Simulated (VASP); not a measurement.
Runs of VASP 6.6.1 on W. The structure is that of space group I4/mmm (No. 139), or close to it. The cells are those of the table. 

| cell | gap on the mesh (eV) | pressure (GPa) |
| --- | --- | --- |
| a = 2.771 Å, angles 106.3, 106.3, 115.9°, 1 atom | none | -2.5 |
| a = 2.695 Å, angles 107.3, 107.3, 113.9°, 1 atom | none | (a) |
| a = 2.621 Å, angles 111.8, 111.8, 104.9°, 1 atom | none | 64.5 |
| a = 2.805 Å, angles 107.4, 107.4, 113.7°, 1 atom | none | -15.5 |
| a = 2.771 Å, angles 112.8, 112.8, 103.0°, 1 atom | none | -3.0 |
| a = 2.732 Å, angles 111.7, 111.7, 105.1°, 1 atom | none | 8.4 |
| a = 2.661 Å, angles 112.9, 112.9, 102.7°, 1 atom | none | (b) |
| a = 2.848 Å, angles 105.4, 105.4, 117.9°, 1 atom | none | -20.6 |

Alike in all rows: task single point; level r2SCAN; potentials or basis VASP PAW PBE potentials, release 64 (W_sv); no spin polarisation; k mesh 14 × 14 × 14; cutoff (eV) 520; smearing gaussian 0.15 eV.

Fill in the values left out.

(a) 24.0; (b) 45.6.

Caveats: the PAW data sets were made with another functional, which shifts forces and pressure a little; spin-orbit coupling is left out, which moves the levels of the heavy elements.

A k mesh can miss the band edges, and the runs leave out spin-orbit coupling on W.

A gap of «none» marks levels without a gap at the run's occupations.
